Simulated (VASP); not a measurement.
A run of VASP 6.6.1 is set up as follows.

Contents of INCAR:

```
ALGO     = Normal         # electronic algorithm
EDIFF    = 1E-6           # SCF threshold, eV
ENCUT    = 520            # plane-wave cutoff, eV
GGA      = PE             # functional
ISIF     = 2              # what is computed and relaxed
ISMEAR   = 1              # smearing method
LASPH    = T              # aspherical terms in the spheres
LCHARG   = T              # write CHGCAR
LELF     = T              # ELF
LREAL    = F              # projectors in reciprocal space
LVHAR    = T            
LWAVE    = F              # write WAVECAR
NBANDS   = 26             # bands
NELM     = 60             # most SCF steps
PREC     = Accurate       # precision mode
SIGMA    = 0.5            # smearing width, eV
```

The input KPOINTS:

```
k-points
0
Gamma
  6 6 4
```

File POSCAR:

```
ZnHgO2
1.0
    3.3263897665      0.0000000000      0.0000000000
    0.0000000000      3.3263897665      0.0000000000
    0.0000000000      0.0000000000      5.1930705942
Zn O Hg
1 2 1
Direct
    0.0000000000      0.0000000000      0.0000000000
    0.0000000000      0.5000000000      0.2034319220
    0.5000000000      0.0000000000      0.7965680780
    0.5000000000      0.5000000000      0.5000000000
```

Potentials or basis: VASP PAW PBE potentials, release 64 (Zn, O, Hg).

Launch:

```console
$ cat potpaw_PBE.64/Zn/POTCAR potpaw_PBE.64/O/POTCAR potpaw_PBE.64/Hg/POTCAR > POTCAR
$ mpirun -np 1 vasp_std > vasp.out
```

(1) What does it give for the band gap on the k mesh?

(2) Predict the largest force.

Results:

(1) zero (filled and empty bands touch).

(2) 0.005 eV/Å.

Caveat: spin-orbit coupling is left out, which moves the levels of the heavy elements.
